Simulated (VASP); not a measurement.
# KCl in VASP: a series of runs

KCl is run at these levels: PBE; tasks: single point.

Everything below comes from runs of VASP 6.6.1. Logs are shortened: lines on timing, memory, paths and dates and some standing lists are left out, and cuts for length are marked.

### 1 The cell of the first run

It takes space group R3m (No. 160, trigonal). Conventional cell: a = 4.463 Å, b = 4.463 Å, c = 10.933 Å, α = 90.00°, β = 90.00°, γ = 120.00°. Within 4.1 Å of K (site symmetry 3m) lie 6 Cl at 3.11 to 3.20 Å. Cl (site symmetry 3m) has 6 K at 3.11 to 3.20 Å within 4.1 Å.

### 2 Single point, PBE (atom 2 (Cl) moved by [0.046188, 0.046188, 0.046188] A)

INCAR

```
SYSTEM = KCl
ALGO = Normal
EDIFF = 1E-6
ENCUT = 520
GGA = PE
ISIF = 2
ISMEAR = -1
LASPH = .True.
LCHARG = .False.
LREAL = .False.
LWAVE = .False.
NBANDS = 15
NELM = 80
PREC = Accurate
SIGMA = 0.03
```

KPOINTS

```
k-points
0
Gamma
  7 7 7
  0 0 0
```

POSCAR

```
KCl
1.0
    0.0000000000      3.1561000000      3.1561000000
    3.1561000000      0.0000000000      3.1561000000
    3.1561000000      3.1561000000      0.0000000000
K Cl
1 1
Direct
    0.0000000000      0.0000000000      0.0000000000
    0.5073172586      0.5073172586      0.5073172586
```

Potentials or basis: VASP PAW PBE potentials, release 64 (K_sv, Cl).

Launch:

```
cat potpaw_PBE.64/K_sv/POTCAR potpaw_PBE.64/Cl/POTCAR > POTCAR
mpirun -np 1 vasp_std > vasp.out
```

OUTCAR:

```text
SYSTEM = KCl
   EDIFF = 1E-6
   ENCUT = 520
   GGA = PE
   ISIF = 2
   ISMEAR = -1
   LASPH = .True.
   LREAL = .False.
   NELM = 80
   PREC = Accurate

 ion  position               nearest neighbor table
   1  0.000  0.000  0.000-   2 3.11   2 3.11   2 3.11   2 3.20   2 3.20   2 3.20
   2  0.507  0.507  0.507-   1 3.11   1 3.11   1 3.11   1 3.20   1 3.20   1 3.20

  LATTYP: Found a face centered cubic cell.
 ALAT       =     6.3122000000

  Lattice vectors:

 A1 = (   0.0000000000,   3.1561000000,   3.1561000000)
 A2 = (   3.1561000000,   0.0000000000,   3.1561000000)
 A3 = (   3.1561000000,   3.1561000000,   0.0000000000)

Analysis of symmetry for initial positions (statically):
=====================================================================
 Subroutine PRICEL returns:
 Original cell was already a primitive cell.

 Routine SETGRP: Setting up the symmetry group for a
 face centered cubic supercell.

 Subroutine GETGRP returns: Found  6 space group operations
 (whereof  6 operations were pure point group operations)
 out of a pool of 48 trial point group operations.

The static configuration has the point symmetry C_3v.

Analysis of symmetry for dynamics (positions and initial velocities):
=====================================================================
 Subroutine PRICEL returns:
 Original cell was already a primitive cell.

 Routine SETGRP: Setting up the symmetry group for a
 face centered cubic supercell.

 Subroutine GETGRP returns: Found  6 space group operations
 (whereof  6 operations were pure point group operations)
 out of a pool of 48 trial point group operations.

The dynamic configuration has the point symmetry C_3v.

 Subroutine INISYM returns: Found  6 space group operations
 (whereof  6 operations are pure point group operations),
 and found     1 'primitive' translations

----------------------------------------------------------------------------------------

                                     Primitive cell

  volume of cell :      62.8756

  direct lattice vectors                    reciprocal lattice vectors
     0.000000000  3.156100000  3.156100000    -0.158423371  0.158423371  0.158423371
     3.156100000  0.000000000  3.156100000     0.158423371 -0.158423371  0.158423371
     3.156100000  3.156100000  0.000000000     0.158423371  0.158423371 -0.158423371

  length of vectors
     4.463399424  4.463399424  4.463399424     0.274397327  0.274397327  0.274397327

  position of ions in fractional coordinates (direct lattice)
     0.000000000  0.000000000  0.000000000
[... 90 lines left out ...]
   NUPDOWN=      -1.0000    fix difference up-down
   EMIN   =  10.00;   EMAX   =-10.00  energy-range for DOS
   EFERMI =   0.00;   METHOD = LEGACY
   ISMEAR =    -1;   SIGMA  =   0.03  broadening in eV -4-tet -1-fermi 0-gaus
   EFERMI_NEDOS =   21; number of points for ismear=-14 and -15
   IALGO  =     38    algorithm
   IMIX   =      4    mixing-type and parameters
     AMIX     =   0.40;   BMIX     =  1.00
     AMIX_MAG =   1.60;   BMIX_MAG =  1.00
  volume/ion in A,a.u.               =      31.44       212.15
  Fermi-wavevector in a.u.,A,eV,Ry     =   1.037419  1.960437 14.643101  1.076238
  Thomas-Fermi vector in A             =   2.171856
   LORBIT       =      0    0 simple, 1 ext, 2 COOP (PROOUT), +10 PAW based schemes
   GGA     = PE    functional components
   LHFCALC =     F    Hartree Fock is set to
   AEXX    =    0.0000 exact exchange contribution
   IVDW    =     0    specifies the selected vdW correction
   LEPSILON=     F    determine dielectric tensor
   LRPA    =     F    only Hartree local field effects (RPA)
 non-spin polarized calculation
  energy-cutoff  :      520.00
  volume of cell :       62.88
 maximum number of plane-waves:      1716
 NGX is ok and might be reduce to    36
   NGX = 17   NGY = 17   NGZ = 17

 number of electron      15.9999998 magnetization

 Free energy of the ion-electron system (eV)
  ---------------------------------------------------
  ext. energy  EPLUGINS =         0.00000000
  ---------------------------------------------------
  free energy    TOTEN  =        -6.80239102 eV

  energy without entropy =       -6.80239102  energy(sigma->0) =       -6.80239102

 E-fermi :  -1.1683     XC(G=0):  -7.5008

 val. band max:       -1.8803085828   @ k =   0.0000   0.0000   0.0000
 cond. band min:       3.2763884331   @ k =   0.0000   0.0000   0.0000
 fundamental gap:      5.1566970158
 Fermi energy:        -1.1682520811

 k-point     1 :       0.0000    0.0000    0.0000
  band No.  band energies     occupation
      1     -29.0967      2.00000
      2     -13.9883      2.00000
      3     -12.5577      2.00000
      4     -12.5577      2.00000
      5     -12.5559      2.00000
      6      -1.8811      2.00000
      7      -1.8811      2.00000
      8      -1.8803      2.00000
      9       3.2764      0.00000
     10       6.4986      0.00000
     11       6.4986      0.00000
     12       6.5120      0.00000
     13       7.3773      0.00000
     14       7.3773      0.00000
[... 401 lines left out ...]
      2     -14.0066      2.00000
      3     -12.6137      2.00000
      4     -12.5971      2.00000
      5     -12.5163      2.00000
      6      -2.5875      2.00000
      7      -2.1631      2.00000
      8      -2.0973      2.00000
      9       5.1515      0.00000
     10       5.8820      0.00000
     11       8.3387      0.00000
     12       8.4114      0.00000
     13       8.9264      0.00000
     14       9.1295      0.00000
     15       9.6760      0.00000

 [... further k-points ...]

------------------------ aborting loop because EDIFF is reached ----------------------------------------

  FORCE on cell =-STRESS in cart. coord.  units (eV):
  Direction    XX          YY          ZZ          XY          YZ          ZX
  --------------------------------------------------------------------------------------
  -------------------------------------------------------------------------------------
  Total        0.2531165      0.2531165      0.2531165     -0.0049437     -0.0049437     -0.0049437
  in kB        6.4498364      6.4498364      6.4498364     -0.1259729     -0.1259729     -0.1259729
  external PRESSURE =       6.4498364 kB  Pullay stress =       0.0000000 kB

 VOLUME and BASIS-vectors are now :
 -----------------------------------------------------------------------------
  energy-cutoff  :      520.00
  volume of cell :       62.88
      direct lattice vectors                 reciprocal lattice vectors
     0.000000000  3.156100000  3.156100000    -0.158423371  0.158423371  0.158423371
     3.156100000  0.000000000  3.156100000     0.158423371 -0.158423371  0.158423371
     3.156100000  3.156100000  0.000000000     0.158423371  0.158423371 -0.158423371

 POSITION                                       TOTAL-FORCE (eV/Angst)
 -----------------------------------------------------------------------------------
      0.00000      0.00000      0.00000         0.059521      0.059521      0.059521
      3.20229      3.20229      3.20229        -0.059521     -0.059521     -0.059521
 -----------------------------------------------------------------------------------
    total drift:                                0.000075      0.000075      0.000075

  FREE ENERGIE OF THE ION-ELECTRON SYSTEM (eV)
  ---------------------------------------------------
  free  energy   TOTEN  =        -6.8023910227 eV

  energy  without entropy=       -6.8023910227  energy(sigma->0) =       -6.80239102
```

OSZICAR:

```text
N       E                     dE             d eps       ncg     rms          rms(c)
DAV:   1     0.105278898845E+03    0.10528E+03   -0.71142E+03  1320   0.956E+02
DAV:   2    -0.525121108172E+00   -0.10580E+03   -0.96797E+02  1730   0.238E+02
DAV:   3    -0.687537153551E+01   -0.63503E+01   -0.63165E+01  1796   0.518E+01
DAV:   4    -0.709529654539E+01   -0.21993E+00   -0.21985E+00  2048   0.887E+00
DAV:   5    -0.709702033952E+01   -0.17238E-02   -0.17238E-02  1852   0.848E-01    0.330E+00
DAV:   6    -0.680394707743E+01    0.29307E+00   -0.42403E-01  1712   0.328E+00    0.270E+00
DAV:   7    -0.678877110304E+01    0.15176E-01   -0.10267E-01  1838   0.182E+00    0.155E+00
DAV:   8    -0.680103011629E+01   -0.12259E-01   -0.16103E-02  1558   0.950E-01    0.178E-01
DAV:   9    -0.680179540592E+01   -0.76529E-03   -0.95221E-04  1845   0.195E-01    0.975E-02
DAV:  10    -0.680238255307E+01   -0.58715E-03   -0.61562E-04  1362   0.156E-01    0.202E-02
DAV:  11    -0.680238776505E+01   -0.52120E-05   -0.23656E-05  1944   0.277E-02    0.683E-03
DAV:  12    -0.680239065924E+01   -0.28942E-05   -0.34248E-06  1480   0.131E-02    0.431E-03
DAV:  13    -0.680239102273E+01   -0.36349E-06   -0.57369E-07  1479   0.427E-03
   1 F= -.68023910E+01 E0= -.68023910E+01  d E =-.174531E-11
```

stdout:

```text
POSCAR found type information on POSCAR K Cl
 POSCAR found :  2 types and       2 ions
 scaLAPACK will be used
 LDA part: xc-table for (Slater+PW92), standard interpolation
 POSCAR, INCAR and KPOINTS ok, starting setup
 FFT: planning ... GRIDC
 FFT: planning ... GRID_SOFT
 FFT: planning ... GRID
 WAVECAR not read
 entering main loop
```

It took 35 s on 1 thread of AMD EPYC 7R13 (Zen 3), shared host; peak memory 0.18 GiB.

What came out:

* Free energy: -6.8024 eV
* Pressure: 0.6 GPa
* Largest force: 0.103 eV/Å
* Band gap on the k mesh: 5.16 eV

Forces on the atoms (eV/Å):
```
K    0.060  0.060  0.060
Cl  -0.060 -0.060 -0.060
```

Levels at points of the mesh, in eV from the valence-band top:
| k point | band 6 | band 7 | band 8 | band 9 | band 10 | band 11 |
| --- | --- | --- | --- | --- | --- | --- |
| (0.00, 0.00, 0.00) | 0.00 | 0.00 | 0.00 | 5.16 | 8.38 | 8.38 |

Caveat: the cell differs from its parent crystal (atom 2 (Cl) moved by [0.046188, 0.046188, 0.046188] A).

### 3 Single point, PBE (xy shear strain of +2 %)

INCAR

```
SYSTEM = KCl
PREC = Accurate
ENCUT = 520
EDIFF = 1E-6
ISMEAR = -1
SIGMA = 0.03
LREAL = .FALSE.
LASPH = .TRUE.
NELM = 80
ALGO = Normal
ISIF = 2
LWAVE = .FALSE.
LCHARG = .FALSE.
GGA = PE
NBANDS = 15
```

KPOINTS

```
Automatic mesh
0
G
  7 7 7
  0 0 0
```

POSCAR

```
KCl
1.0
    0.0315610000      3.1561000000      3.1561000000
    3.1561000000      0.0315610000      3.1561000000
    3.1876610000      3.1876610000      0.0000000000
K Cl
1 1
Direct
    0.0000000000      0.0000000000      0.0000000000
    0.5000000000      0.5000000000      0.5000000000
```

Potentials or basis: VASP PAW PBE potentials, release 64 (K_sv, Cl).

Launch:

```
cat potpaw_PBE.64/K_sv/POTCAR potpaw_PBE.64/Cl/POTCAR > POTCAR
mpirun -np 1 vasp_std > vasp.out
```

OUTCAR:

```text
SYSTEM = KCl
   PREC = Accurate
   ENCUT = 520
   EDIFF = 1E-6
   ISMEAR = -1
   LREAL = .FALSE.
   LASPH = .TRUE.
   NELM = 80
   ISIF = 2
   GGA = PE

 ion  position               nearest neighbor table
   1  0.000  0.000  0.000-   2 3.16   2 3.16   2 3.16   2 3.16   2 3.16   2 3.16
   2  0.500  0.500  0.500-   1 3.16   1 3.16   1 3.16   1 3.16   1 3.16   1 3.16

  LATTYP: Found a body centered orthorhombic cell.
 ALAT       =     4.4187654300
 B/A-ratio  =     1.0202020202
 C/A-ratio  =     1.4284985479

  Lattice vectors:

 A1 = (   3.1561000000,   0.0315610000,  -3.1561000000)
 A2 = (  -3.1561000000,  -0.0315610000,  -3.1561000000)
 A3 = (   0.0315610000,   3.1561000000,   3.1561000000)

Analysis of symmetry for initial positions (statically):
=====================================================================
 Subroutine PRICEL returns:
 Original cell was already a primitive cell.

 Routine SETGRP: Setting up the symmetry group for a
 body centered orthorhombic supercell.

 Subroutine GETGRP returns: Found  8 space group operations
 (whereof  8 operations were pure point group operations)
 out of a pool of  8 trial point group operations.
[... 177 lines left out ...]
      6      -1.8955      2.00000
      7      -1.8777      2.00000
      8      -1.8581      2.00000
      9       3.2771      0.00000
     10       6.4168      0.00000
     11       6.4982      0.00000
     12       6.5800      0.00000
     13       7.3697      0.00000
     14       7.3718      0.00000
[... 401 lines left out ...]
      2     -14.0638      2.00000
      3     -12.5779      2.00000
      4     -12.5730      2.00000
      5     -12.4499      2.00000
      6      -2.4905      2.00000
      7      -2.0643      2.00000
      8      -1.9961      2.00000
      9       4.6715      0.00000
     10       5.7675      0.00000
     11       7.5204      0.00000
     12       7.7700      0.00000
     13       7.9346      0.00000
     14       8.4965      0.00000
     15      11.3325      0.00000

 [... further k-points ...]

------------------------ aborting loop because EDIFF is reached ----------------------------------------

  FORCE on cell =-STRESS in cart. coord.  units (eV):
  Direction    XX          YY          ZZ          XY          YZ          ZX
  --------------------------------------------------------------------------------------
  -------------------------------------------------------------------------------------
  Total        0.2365904      0.2365904      0.2353873     -0.0500504      0.0000000      0.0000000
  in kB        6.0293277      6.0293277      5.9986670     -1.2754972      0.0000000      0.0000000
  external PRESSURE =       6.0191075 kB  Pullay stress =       0.0000000 kB

 VOLUME and BASIS-vectors are now :
 -----------------------------------------------------------------------------
  energy-cutoff  :      520.00
  volume of cell :       62.87
      direct lattice vectors                 reciprocal lattice vectors
     0.031561000  3.156100000  3.156100000    -0.160023607  0.160023607  0.158423371
     3.156100000  0.031561000  3.156100000     0.160023607 -0.160023607  0.158423371
     3.187661000  3.187661000  0.000000000     0.156854822  0.156854822 -0.158423371

 POSITION                                       TOTAL-FORCE (eV/Angst)
 -----------------------------------------------------------------------------------
      0.00000      0.00000      0.00000        -0.000000     -0.000000     -0.000000
      3.18766      3.18766      3.15610         0.000000      0.000000      0.000000
 -----------------------------------------------------------------------------------
    total drift:                                0.000000      0.000000      0.000000

  FREE ENERGIE OF THE ION-ELECTRON SYSTEM (eV)
  ---------------------------------------------------
  free  energy   TOTEN  =        -6.8059892852 eV

  energy  without entropy=       -6.8059892852  energy(sigma->0) =       -6.80598929
```

stdout:

```text
POSCAR found type information on POSCAR K Cl
 POSCAR found :  2 types and       2 ions
 scaLAPACK will be used
 LDA part: xc-table for (Slater+PW92), standard interpolation
 POSCAR, INCAR and KPOINTS ok, starting setup
 FFT: planning ... GRIDC
 FFT: planning ... GRID_SOFT
 FFT: planning ... GRID
 WAVECAR not read
 entering main loop
```

Wall time 48 s (1 thread of AMD EPYC 7R13 (Zen 3), shared host); peak memory 0.2 GiB.

Results:

| Quantity | Value |
| --- | --- |
| Free energy | -6.8060 eV |
| Pressure | 0.6 GPa |
| Band gap on the k mesh | 5.14 eV |

Stress tensor (GPa, compression positive):
```
 0.60 -0.13  0.00
-0.13  0.60  0.00
 0.00  0.00  0.60
```

Caveat: the cell differs from its parent crystal (xy shear strain of +2 %).
